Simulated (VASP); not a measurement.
Wanted: the native input for a VASP 6.6.1 run.

* Task: relaxation of cell and atoms
* Functional: PBEsol
* Potentials or basis: VASP PAW PBE potentials, release 64 (Al, As)
* Cutoff: 500 eV
* k mesh: 8 × 8 × 8
* Occupations: gaussian, width 0.02 eV
* Spin: no spin polarisation
* Dipole correction: no
* Further INCAR settings: ALGO = Normal; EDIFF = 1e-07; IBRION = 2; EDIFFG = -0.002; NSW = 100; ISIF = 3

The structure of AlAs (pbesol) lies in POSCAR:

```
AlAs
1.0
    0.0000000000      2.8304000000      2.8304000000
    2.8304000000      0.0000000000      2.8304000000
    2.8304000000      2.8304000000      0.0000000000
Al As
1 1
Direct
    0.0000000000      0.0000000000      0.0000000000
    0.2500000000      0.2500000000      0.2500000000
```

One way to write it, as run:

INCAR

```
SYSTEM = AlAs
ALGO = Normal ; EDIFF = 1E-7
EDIFFG = -0.002 ; ENCUT = 500
GGA = PS ; GGA_COMPAT = .False.
IBRION = 2 ; ISIF = 3
ISMEAR = 0 ; LASPH = .True.
LCHARG = .False. ; LREAL = .False.
LWAVE = .False. ; NELM = 120
NELMIN = 4 ; NSW = 100
PREC = Accurate ; SIGMA = 0.02
```

KPOINTS

```
k-points
0
Gamma
  8 8 8
  0 0 0
```

Potentials or basis: VASP PAW PBE potentials, release 64 (Al, As).

Command:

```bash
$ cat potpaw_PBE.64/Al/POTCAR potpaw_PBE.64/As/POTCAR > POTCAR
$ mpirun -np 1 vasp_std > vasp.out
```

It gave:

The relaxed volume is 22.93 Å³/atom and the relaxed cell is a = 4.018 Å, b = 4.018 Å, c = 4.018 Å, α = 60.00°, β = 60.00°, γ = 60.00°. The space group after relaxing (to 0.05 Å) is F-43m (No. 216) and the energy gained by relaxing is 0.6 meV/atom. The ionic steps are 3. The pressure after relaxing is 0.0 GPa. The band gap on the k mesh is 1.34 eV, indirect (least direct gap 1.89 eV).

Caveat: the PAW data sets were made with another functional, which shifts forces and pressure a little.

Run time: 48 s on 1 thread of AMD EPYC 7R13, on a shared host, peak memory 0.14 GiB.
